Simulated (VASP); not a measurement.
Input of a VASP 6.6.1 run:

Contents of INCAR:

```
PREC = Accurate
ENCUT = 500
EDIFF = 1E-6
ISMEAR = 0
SIGMA = 0.01
LREAL = F
LASPH = T
NELM = 120
ALGO = Normal
ISIF = 2
LWAVE = F
LCHARG = T
GGA = PE
LELF = T
LVHAR = T
NBANDS = 16
GGA_COMPAT = F
```

KPOINTS

```
regular mesh
0
Gamma
  6 6 6
```

Contents of POSCAR:

```
ZnS
1.0
    0.0000000000      2.7722130048      2.7722130048
    2.7722130048      0.0000000000      2.7722130048
    2.7722130048      2.7722130048      0.0000000000
Zn S
1 1
Direct
    0.2500000000      0.2500000000      0.2500000000
    0.0000000000      0.0000000000      0.0000000000
```

Potentials or basis: VASP PAW PBE potentials, release 64 (Zn, S).

Command:

```console
$ cat potpaw_PBE.64/Zn/POTCAR potpaw_PBE.64/S/POTCAR > POTCAR
$ mpirun -np 1 vasp_std > vasp.out
```

Q: Estimate the pressure.

A: -3.3 GPa.

Q: Predict the band gap on the k mesh.

A: 1.78 eV, direct.

A hybrid or GW would open this gap; PBE tends to underestimate it.
